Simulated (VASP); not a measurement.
Input of a VASP 6.6.1 run:

The input INCAR:

```
  PREC = Accurate
  ENCUT = 520
  EDIFF = 1E-7
  ISMEAR = 0
  SIGMA = 0.15
  LREAL = False
  LASPH = True
  NELM = 100
  ALGO = Fast
  ISIF = 2
  LWAVE = False
  LCHARG = True
  GGA = PS
  LELF = True
  LVHAR = True
  NBANDS = 11
```

The input KPOINTS:

```
Automatic mesh
0
Gamma
  24 24 24
```

File POSCAR:

```
Pt
1.0
   -1.4908080977      1.4908080977      1.7889697172
    1.4908080977     -1.4908080977      1.7889697172
    1.4908080977      1.4908080977     -1.7889697172
Pt
1
Direct
    0.0000000000      0.0000000000      0.0000000000
```

Potentials or basis: VASP PAW PBE potentials, release 64 (Pt).

Run with:

```bash
$ cat potpaw_PBE.64/Pt/POTCAR > POTCAR
$ mpirun -np 1 vasp_std > vasp.out
```

Q: Predict the band gap on the k mesh.

A: Zero (bands 5 and 6 overlap by 2.52 eV).

Q: Estimate the pressure.

A: -12.7 GPa.

Stress tensor (GPa, compression positive):
```
-14.74   0.00   0.00
  0.00 -14.74   0.00
  0.00   0.00  -8.51
```

Caveat: the stress differs along the axes, from -15 to -9 GPa; the PAW data sets were made with another functional, which shifts forces and pressure a little; spin-orbit coupling is left out, which moves the levels of the heavy elements.
